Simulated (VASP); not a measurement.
# Rb (Fd-3m) in VASP: further runs

The runs below take Rb through single point, with RPBE.

All numbers are computed with VASP 6.6.1; they aren't measurements. Logs are shortened: lines on timing, memory, paths and dates and some standing lists are left out, and cuts for length are marked.

## Step 1: The cell of the first run

Symmetry: Fd-3m, No. 227, cubic system. Conventional cell: a = 10.832 Å, b = 10.832 Å, c = 10.832 Å, α = 90.00°, β = 90.00°, γ = 90.00°.

## Step 2: Single point, RPBE

Input file INCAR:

```
  PREC = Accurate
  ENCUT = 520
  EDIFF = 1E-6
  ISMEAR = -1
  SIGMA = 0.1
  LREAL = F
  LASPH = T
  NELM = 100
  ALGO = Normal
  ISIF = 2
  LWAVE = F
  LCHARG = T
  GGA = RP
  LELF = T
  LVHAR = T
  NBANDS = 16
```

Input file KPOINTS:

```
regular mesh
0
Gamma
  6 6 6
```

Input file POSCAR:

```
Rb
1.0
    0.0000000000      5.4157969362      5.4157969362
    5.4157969362      0.0000000000      5.4157969362
    5.4157969362      5.4157969362      0.0000000000
Rb
2
Direct
    0.1250000000      0.1250000000      0.1250000000
    0.8750000000      0.8750000000      0.8750000000
```

Potentials or basis: VASP PAW PBE potentials, release 64 (Rb_sv).

Run with:

```sh
cat potpaw_PBE.64/Rb_sv/POTCAR > POTCAR
mpirun -np 1 vasp_std > vasp.out
```

OUTCAR:

```text
PREC = Accurate
   ENCUT = 520
   EDIFF = 1E-6
   ISMEAR = -1
   LREAL = F
   LASPH = T
   NELM = 100
   ISIF = 2
   GGA = RP

 ion  position               nearest neighbor table
   1  0.125  0.125  0.125-   2 4.69   2 4.69   2 4.69   2 4.69
   2  0.875  0.875  0.875-   1 4.69   1 4.69   1 4.69   1 4.69

  LATTYP: Found a face centered cubic cell.
 ALAT       =    10.8315938724

  Lattice vectors:

 A1 = (   0.0000000000,   5.4157969362,   5.4157969362)
 A2 = (   5.4157969362,   0.0000000000,   5.4157969362)
 A3 = (   5.4157969362,   5.4157969362,   0.0000000000)

Analysis of symmetry for initial positions (statically):
=====================================================================
 Subroutine PRICEL returns:
 Original cell was already a primitive cell.

 Routine SETGRP: Setting up the symmetry group for a
 face centered cubic supercell.

 Subroutine GETGRP returns: Found 48 space group operations
 (whereof 12 operations were pure point group operations)
 out of a pool of 48 trial point group operations.

The static configuration has the point symmetry D_3d.
 The point group associated with its full space group is O_h .

Analysis of symmetry for dynamics (positions and initial velocities):
=====================================================================
 Subroutine PRICEL returns:
 Original cell was already a primitive cell.

 Routine SETGRP: Setting up the symmetry group for a
 face centered cubic supercell.

 Subroutine GETGRP returns: Found 48 space group operations
 (whereof 12 operations were pure point group operations)
 out of a pool of 48 trial point group operations.

The dynamic configuration has the point symmetry D_3d.
 The point group associated with its full space group is O_h .

 Subroutine INISYM returns: Found 48 space group operations
 (whereof 12 operations are pure point group operations),
 and found     1 'primitive' translations

----------------------------------------------------------------------------------------

                                     Primitive cell

  volume of cell :     317.6999

  direct lattice vectors                    reciprocal lattice vectors
     0.000000000  5.415796936  5.415796936    -0.092322516  0.092322516  0.092322516
     5.415796936  0.000000000  5.415796936     0.092322516 -0.092322516  0.092322516
     5.415796936  5.415796936  0.000000000     0.092322516  0.092322516 -0.092322516

  length of vectors
     7.659093478  7.659093478  7.659093478     0.159907289  0.159907289  0.159907289

  position of ions in fractional coordinates (direct lattice)
     0.125000000  0.125000000  0.125000000
     0.875000000  0.875000000  0.875000000

  ion indices of the primitive-cell ions
   primitive index   ion index
                 1           1
                 2           2

----------------------------------------------------------------------------------------

 KPOINTS: regular mesh

Automatic generation of k-mesh.
 Grid dimensions read from file:
 generate k-points for:    6    6    6

 Generating k-lattice:

  Cartesian coordinates                     Fractional coordinates (reciprocal lattice)
    -0.015387086  0.015387086  0.015387086     0.166666667  0.000000000  0.000000000
     0.015387086 -0.015387086  0.015387086     0.000000000  0.166666667  0.000000000
     0.015387086  0.015387086 -0.015387086     0.000000000  0.000000000  0.166666667

  Length of vectors
     0.026651215  0.026651215  0.026651215

  Shift w.r.t. Gamma in fractional coordinates (k-lattice)
     0.000000000  0.000000000  0.000000000

 Subroutine IBZKPT returns following result:
 ===========================================

 Found     16 irreducible k-points:

 Following reciprocal coordinates:
            Coordinates               Weight
  0.000000  0.000000  0.000000      1.000000
  0.166667  0.000000  0.000000      8.000000
  0.333333  0.000000  0.000000      8.000000
  0.500000  0.000000  0.000000      4.000000
  0.166667  0.166667  0.000000      6.000000
  0.333333  0.166667  0.000000     24.000000
[... 8 lines left out ...]
 -0.333333  0.333333  0.166667     24.000000
 -0.333333  0.500000  0.166667     12.000000
   k-points           NKPTS =     16   k-points in BZ     NKDIM =     16   number of bands    NBANDS=     16
   number of dos      NEDOS =    301   number of ions     NIONS =      2
   total plane-waves  NPLWV = 216000
   dimension x,y,z NGX =    60 NGY =   60 NGZ =   60
   dimension x,y,z NGXF=   120 NGYF=  120 NGZF=  120
   ions per type =               2
   NGX,Y,Z   is equivalent  to a cutoff of  13.02, 13.02, 13.02 a.u.
   NGXF,Y,Z  is equivalent  to a cutoff of  26.05, 26.05, 26.05 a.u.
 SYSTEM =  unknown system
   PREC   = accura    normal or accurate (medium, high low for compatibility)
   ISTART =      0    job   : 0-new  1-cont  2-samecut
   ICHARG =      2    charge: 1-file 2-atom 10-const
   ISPIN  =      1    spin polarized calculation?
   LNONCOLLINEAR =      F non collinear calculations
   LSORBIT =      F    spin-orbit coupling
   LASPH  =      T    aspherical Exc in radial PAW
   ENCUT  =  520.0 eV  38.22 Ry    6.18 a.u.  14.24 14.24 14.24*2*pi/ulx,y,z
   NELM   =    100;   NELMIN=  2; NELMDL= -5     # of ELM steps
   EDIFF  = 0.1E-05   stopping-criterion for ELM
   LREAL  =      F    real-space projection
   EDIFFG = 0.1E-04   stopping-criterion for IOM
   NSW    =      0    number of steps for IOM
   IBRION =     -1    ionic relax: 0-MD 1-quasi-New 2-CG
   NFREE  =      0    steps in history (QN), initial steepest desc. (CG)
   ISIF   =      2    stress and relaxation
   ISYM   =      2    0-nonsym 1-usesym 2-fastsym
   POTIM  = 0.5000    time-step for ionic-motion
   TEBEG  =    0.0;   TEEND  =   0.0 temperature during run
   PSTRESS=    0.0 pullay stress
   NELECT =      18.0000    total number of electrons
   NUPDOWN=      -1.0000    fix difference up-down
   EMIN   =  10.00;   EMAX   =-10.00  energy-range for DOS
   EFERMI =   0.00;   METHOD = LEGACY
   ISMEAR =    -1;   SIGMA  =   0.10  broadening in eV -4-tet -1-fermi 0-gaus
   EFERMI_NEDOS =   21; number of points for ismear=-14 and -15
   IALGO  =     38    algorithm
   IMIX   =      4    mixing-type and parameters
     AMIX     =   0.40;   BMIX     =  1.00
     AMIX_MAG =   1.60;   BMIX_MAG =  1.00
  volume/ion in A,a.u.               =     158.85      1071.97
  Fermi-wavevector in a.u.,A,eV,Ry     =   0.628772  1.188207  5.379123  0.395354
  Thomas-Fermi vector in A             =   1.690832
   LORBIT       =      0    0 simple, 1 ext, 2 COOP (PROOUT), +10 PAW based schemes
   GGA     = RP    functional components
   LHFCALC =     F    Hartree Fock is set to
   AEXX    =    0.0000 exact exchange contribution
   IVDW    =     0    specifies the selected vdW correction
   LEPSILON=     F    determine dielectric tensor
   LRPA    =     F    only Hartree local field effects (RPA)
 non-spin polarized calculation
  energy-cutoff  :      520.00
  volume of cell :      317.70
 maximum number of plane-waves:      8609
 NGX is ok and might be reduce to    60
   NGX = 29   NGY = 29   NGZ = 29

 number of electron      18.0000000 magnetization

 Free energy of the ion-electron system (eV)
  ---------------------------------------------------
  ext. energy  EPLUGINS =         0.00000000
  ---------------------------------------------------
  free energy    TOTEN  =        -1.17957796 eV

  energy without entropy =       -1.12101596  energy(sigma->0) =       -1.15029696

 E-fermi :  -0.7743     XC(G=0):  -4.0775

 val. band max:       -1.0012232240   @ k =  -0.3333   0.3333   0.1667
 cond. band min:      -0.7669704387   @ k =   0.5000   0.5000   0.0000
 fundamental gap:      0.2342527853
 Fermi energy:        -0.7742696559

 k-point     1 :       0.0000    0.0000    0.0000
  band No.  band energies     occupation
      1     -30.1834      2.00000
      2     -30.1765      2.00000
      3     -14.2934      2.00000
      4     -14.2934      2.00000
      5     -14.2934      2.00000
      6     -14.2428      2.00000
[... 8 lines left out ...]
     15       1.4412      0.00000
     16       1.4525      0.00000

 k-point     2 :       0.1667    0.0000    0.0000
  band No.  band energies     occupation
      1     -30.1830      2.00000
      2     -30.1769      2.00000
      3     -14.2947      2.00000
      4     -14.2947      2.00000
      5     -14.2928      2.00000
      6     -14.2436      2.00000
[... 8 lines left out ...]
     15       1.4035      0.00000
     16       1.5851      0.00000

 k-point     3 :       0.3333    0.0000    0.0000
  band No.  band energies     occupation
      1     -30.1822      2.00000
      2     -30.1777      2.00000
      3     -14.2971      2.00000
      4     -14.2971      2.00000
      5     -14.2916      2.00000
      6     -14.2453      2.00000
[... 8 lines left out ...]
     15       1.3160      0.00000
     16       1.8572      0.00000

 k-point     4 :       0.5000    0.0000    0.0000
  band No.  band energies     occupation
      1     -30.1817      2.00000
      2     -30.1782      2.00000
      3     -14.2983      2.00000
      4     -14.2983      2.00000
      5     -14.2909      2.00000
      6     -14.2462      2.00000
[... 8 lines left out ...]
     15       1.2758      0.00000
     16       2.0296      0.00000
[... 172 lines left out ...]
 k-point    14 :       0.5000    0.3333    0.1667
  band No.  band energies     occupation
      1     -30.1814      2.00000
      2     -30.1785      2.00000
      3     -14.3023      2.00000
      4     -14.3001      2.00000
      5     -14.2814      2.00000
      6     -14.2555      2.00000
[... 8 lines left out ...]
     15       1.5377      0.00000
     16       1.9406      0.00000

 k-point    15 :      -0.3333    0.3333    0.1667
  band No.  band energies     occupation
      1     -30.1808      2.00000
      2     -30.1791      2.00000
      3     -14.3035      2.00000
      4     -14.3013      2.00000
      5     -14.2776      2.00000
      6     -14.2594      2.00000
[... 8 lines left out ...]
     15       1.6647      0.00000
     16       1.8887      0.00000

 k-point    16 :      -0.3333    0.5000    0.1667
  band No.  band energies     occupation
      1     -30.1800      2.00000
      2     -30.1800      2.00000
      3     -14.3032      2.00000
      4     -14.3032      2.00000
      5     -14.2685      2.00000
      6     -14.2685      2.00000
[... 8 lines left out ...]
     15       1.8493      0.00000
     16       1.8493      0.00000

------------------------ aborting loop because EDIFF is reached ----------------------------------------

  FORCE on cell =-STRESS in cart. coord.  units (eV):
  Direction    XX          YY          ZZ          XY          YZ          ZX
  --------------------------------------------------------------------------------------
  -------------------------------------------------------------------------------------
  Total        0.0069363      0.0069363      0.0069363      0.0000000      0.0000000     -0.0000000
  in kB        0.0349803      0.0349803      0.0349803      0.0000000      0.0000000     -0.0000000
  external PRESSURE =       0.0349803 kB  Pullay stress =       0.0000000 kB

 VOLUME and BASIS-vectors are now :
 -----------------------------------------------------------------------------
  energy-cutoff  :      520.00
  volume of cell :      317.70
      direct lattice vectors                 reciprocal lattice vectors
     0.000000000  5.415796936  5.415796936    -0.092322516  0.092322516  0.092322516
     5.415796936  0.000000000  5.415796936     0.092322516 -0.092322516  0.092322516
     5.415796936  5.415796936  0.000000000     0.092322516  0.092322516 -0.092322516

 POSITION                                       TOTAL-FORCE (eV/Angst)
 -----------------------------------------------------------------------------------
      1.35395      1.35395      1.35395        -0.000000     -0.000000     -0.000000
      9.47764      9.47764      9.47764         0.000000      0.000000      0.000000
 -----------------------------------------------------------------------------------
    total drift:                               -0.000000      0.000000     -0.000000

  FREE ENERGIE OF THE ION-ELECTRON SYSTEM (eV)
  ---------------------------------------------------
  free  energy   TOTEN  =        -1.1795779645 eV

  energy  without entropy=       -1.1210159645  energy(sigma->0) =       -1.15029696
```

It took 90 s on 1 thread of Intel Xeon Platinum 8488C (Sapphire Rapids), shared host; peak memory 0.48 GiB.

What came out:

```
Free energy            : -1.1796 eV
Pressure               : 0.0 GPa
Band gap on the k mesh : zero (band 9 reaches -0.69 eV, above the bottom of band 10 at -0.77 eV)
```

Caveat: the PAW data sets were made with another functional, which shifts forces and pressure a little.

## Step 3: Single point, RPBE (volume scaled by 1.04)

Input file INCAR:

```
PREC = Accurate
ENCUT = 520
EDIFF = 1E-6
ISMEAR = -1
SIGMA = 0.1
LREAL = False
LASPH = True
NELM = 60
ALGO = Normal
ISIF = 2
LWAVE = False
LCHARG = False
GGA = RP
NBANDS = 16
```

Input file KPOINTS:

```
Automatic mesh
0
Gamma
  6 6 6
```

Input file POSCAR:

```
Rb
1.0
    0.0000000000      5.4870655950      5.4870655950
    5.4870655950      0.0000000000      5.4870655950
    5.4870655950      5.4870655950      0.0000000000
Rb
2
Direct
    0.1250000000      0.1250000000      0.1250000000
    0.8750000000      0.8750000000      0.8750000000
```

Potentials or basis: VASP PAW PBE potentials, release 64 (Rb_sv).

Run with:

```sh
cat potpaw_PBE.64/Rb_sv/POTCAR > POTCAR
mpirun -np 1 vasp_std > vasp.out
```

OUTCAR:

```text
PREC = Accurate
   ENCUT = 520
   EDIFF = 1E-6
   ISMEAR = -1
   LREAL = False
   LASPH = True
   NELM = 60
   ISIF = 2
   GGA = RP

 ion  position               nearest neighbor table
   1  0.125  0.125  0.125-   2 4.75   2 4.75   2 4.75   2 4.75
   2  0.875  0.875  0.875-   1 4.75   1 4.75   1 4.75   1 4.75

  LATTYP: Found a face centered cubic cell.
 ALAT       =    10.9741311900

  Lattice vectors:

 A1 = (   0.0000000000,   5.4870655950,   5.4870655950)
 A2 = (   5.4870655950,   0.0000000000,   5.4870655950)
 A3 = (   5.4870655950,   5.4870655950,   0.0000000000)

Analysis of symmetry for initial positions (statically):
=====================================================================
 Subroutine PRICEL returns:
 Original cell was already a primitive cell.

 Routine SETGRP: Setting up the symmetry group for a
 face centered cubic supercell.

 Subroutine GETGRP returns: Found 48 space group operations
 (whereof 12 operations were pure point group operations)
 out of a pool of 48 trial point group operations.

The static configuration has the point symmetry D_3d.
[... 151 lines left out ...]

  energy without entropy =       -1.12022516  energy(sigma->0) =       -1.14955415

 E-fermi :  -0.8284     XC(G=0):  -3.9976

 val. band max:       -1.0578177844   @ k =  -0.3333   0.3333   0.1667
 cond. band min:      -0.8241512879   @ k =   0.5000   0.5000   0.0000
 fundamental gap:      0.2336664964
 Fermi energy:        -0.8283845764

 k-point     1 :       0.0000    0.0000    0.0000
  band No.  band energies     occupation
      1     -30.2359      2.00000
      2     -30.2302      2.00000
      3     -14.3427      2.00000
      4     -14.3427      2.00000
      5     -14.3427      2.00000
      6     -14.2981      2.00000
[... 281 lines left out ...]
      3     -14.3513      2.00000
      4     -14.3513      2.00000
      5     -14.3208      2.00000
      6     -14.3208      2.00000
[... 8 lines left out ...]
     15       1.7718      0.00000
     16       1.7718      0.00000

------------------------ aborting loop because EDIFF is reached ----------------------------------------

  FORCE on cell =-STRESS in cart. coord.  units (eV):
  Direction    XX          YY          ZZ          XY          YZ          ZX
  --------------------------------------------------------------------------------------
  -------------------------------------------------------------------------------------
  Total       -0.0494153     -0.0494153     -0.0494153      0.0000000     -0.0000000      0.0000000
  in kB       -0.2396191     -0.2396191     -0.2396191      0.0000000     -0.0000000      0.0000000
  external PRESSURE =      -0.2396191 kB  Pullay stress =       0.0000000 kB

 VOLUME and BASIS-vectors are now :
 -----------------------------------------------------------------------------
  energy-cutoff  :      520.00
  volume of cell :      330.41
      direct lattice vectors                 reciprocal lattice vectors
     0.000000000  5.487065595  5.487065595    -0.091123387  0.091123387  0.091123387
     5.487065595  0.000000000  5.487065595     0.091123387 -0.091123387  0.091123387
     5.487065595  5.487065595  0.000000000     0.091123387  0.091123387 -0.091123387

 POSITION                                       TOTAL-FORCE (eV/Angst)
 -----------------------------------------------------------------------------------
      1.37177      1.37177      1.37177         0.000000      0.000000     -0.000000
      9.60236      9.60236      9.60236        -0.000000     -0.000000      0.000000
 -----------------------------------------------------------------------------------
    total drift:                               -0.000000      0.000000     -0.000000

  FREE ENERGIE OF THE ION-ELECTRON SYSTEM (eV)
  ---------------------------------------------------
  free  energy   TOTEN  =        -1.1788831404 eV

  energy  without entropy=       -1.1202251611  energy(sigma->0) =       -1.14955415
```

stdout:

```text
POSCAR found type information on POSCAR Rb
 POSCAR found :  1 types and       2 ions
 scaLAPACK will be used
 -----------------------------------------------------------------------------
|                                                                             |
|                                                                             |
|     You enforced a specific xc type in the INCAR file but a different       |
|     I HOPE YOU KNOW WHAT YOU ARE DOING!                                     |
|                                                                             |
 -----------------------------------------------------------------------------

 LDA part: xc-table for (Slater+PW92), standard interpolation
 POSCAR, INCAR and KPOINTS ok, starting setup
 FFT: planning ... GRIDC
 FFT: planning ... GRID_SOFT
 FFT: planning ... GRID
 WAVECAR not read
 entering main loop
```

It took 89 s on 1 thread of Intel Xeon Platinum 8488C (Sapphire Rapids), shared host; peak memory 0.5 GiB.

Results:

```
Free energy            : -1.1789 eV
Pressure               : 0.0 GPa
Band gap on the k mesh : zero (band 9 reaches -0.75 eV, above the bottom of band 10 at -0.82 eV)
```

Caveat: the PAW data sets were made with another functional, which shifts forces and pressure a little.

## Step 4: Single point, RPBE (volume scaled by 1.08)

Input file INCAR:

```
SYSTEM = Rb
ALGO = Normal
EDIFF = 1E-7
ENCUT = 520
GGA = RP
ISIF = 2
ISMEAR = -1
LASPH = .TRUE.
LCHARG = .FALSE.
LREAL = .FALSE.
LWAVE = .FALSE.
NBANDS = 16
NELM = 80
PREC = Accurate
SIGMA = 0.1
```

Input file KPOINTS:

```
k-points
0
G
  6 6 6
  0 0 0
```

Input file POSCAR:

```
Rb
1.0
    0.0000000000      5.5565294957      5.5565294957
    5.5565294957      0.0000000000      5.5565294957
    5.5565294957      5.5565294957      0.0000000000
Rb
2
Direct
    0.1250000000      0.1250000000      0.1250000000
    0.8750000000      0.8750000000      0.8750000000
```

Run with:

```sh
cat potpaw_PBE.64/Rb_sv/POTCAR > POTCAR
mpirun -np 1 vasp_std > vasp.out
```

Wall time 88 s (1 thread of Intel Xeon Platinum 8488C (Sapphire Rapids), shared host); peak memory 0.49 GiB.

It converged, with:

- Free energy: -1.1762 eV
- Pressure: 0.0 GPa
- Band gap on the k mesh: zero (band 9 reaches -0.81 eV, above the bottom of band 10 at -0.88 eV)

Levels at points of the mesh, in eV from the Fermi level:
```
           k point  band 6  band 7  band 8  band 9  band 10  band 11  band 12  band 13
(0.00, 0.00, 0.00)  -13.47  -13.47  -13.47   -1.27     1.90     1.90     1.90     2.16
(0.50, 0.00, 0.00)  -13.47  -13.47  -13.47   -0.53     0.06     1.77     1.77     1.84
(0.50, 0.50, 0.00)  -13.49  -13.46  -13.46    0.00     0.00     1.17     1.17     1.40
```

Caveat: the PAW data sets were made with another functional, which shifts forces and pressure a little.

[end of part 1 of 2]
